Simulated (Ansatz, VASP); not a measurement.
# Ge: VASP beside Ansatz

INCAR

```
  ALGO = Normal
  EDIFF = 1E-6
  ENCUT = 520
  GGA = PS
  ISIF = 2
  ISMEAR = 0
  LASPH = True
  LCHARG = True
  LELF = True
  LREAL = False
  LVHAR = True
  LWAVE = False
  NBANDS = 21
  NELM = 100
  PREC = Accurate
  SIGMA = 0.1
```

KPOINTS

```
k-points
0
Gamma
  6 6 4
```

Contents of POSCAR:

```
Ge
1.0
    3.2853008098      0.0000000000      0.0000000000
   -1.6426504049      2.8451539603      0.0000000000
    0.0000000000      0.0000000000      5.3322172022
Ge
2
Direct
    0.3333333333      0.6666666667      0.2500000000
    0.6666666667      0.3333333333      0.7500000000
```

Input for Ansatz:

```yaml
crystal:
  lattice:
    - [3.2853008098, 0.0, 0.0]
    - [-1.6426504049, 2.8451539603, 0.0]
    - [0.0, 0.0, 5.3322172022]
  atoms:
    - { symbol: Ge, position: [0.3333333333, 0.6666666667, 0.25] }
    - { symbol: Ge, position: [0.6666666667, 0.3333333333, 0.75] }
basis:
  ecutwfc: 420
kpoints:
  mp_grid: { grid: [6, 6, 4] }
hamiltonian:
  xc: pbesol
scf:
  occupations: { method: gaussian, width: 0.1 }
  lower_state_search: "off"
output:
  forces: true
  stress: true
  eigenvalues: true
```

Alike in both runs: task single point; functional PBEsol; k mesh 6 × 6 × 4; occupations gaussian, width 0.1 eV; no spin polarisation.

|  | VASP | Ansatz |
| --- | --- | --- |
| version | VASP 6.6.1 | Ansatz 0.2.0 |
| potentials or method | VASP PAW PBE potentials, release 64 (Ge_d), cutoff 520 eV | scalar-relativistic, plane waves, PAW |
| valence electrons in the cell | 28 | 28 |

|  | VASP | Ansatz | Ansatz less VASP |
| --- | --- | --- | --- |
| gap on the k mesh at the Fermi level (eV) | none | none | - |
| pressure (GPa) | -11.4 | -11.4 | +0.05 |
| traceless stress, the component that is largest in VASP (GPa) | -0.13 | -0.13 | +0.003 |

VASP's potentials were made for PBE, not for PBEsol. A gap of «none» marks a metal or a gap that the smearing closes. With one functional, cell and mesh, what is left measures potentials, basis and numerics.

The k mesh is coarse, so the values compare programs but aren't converged.
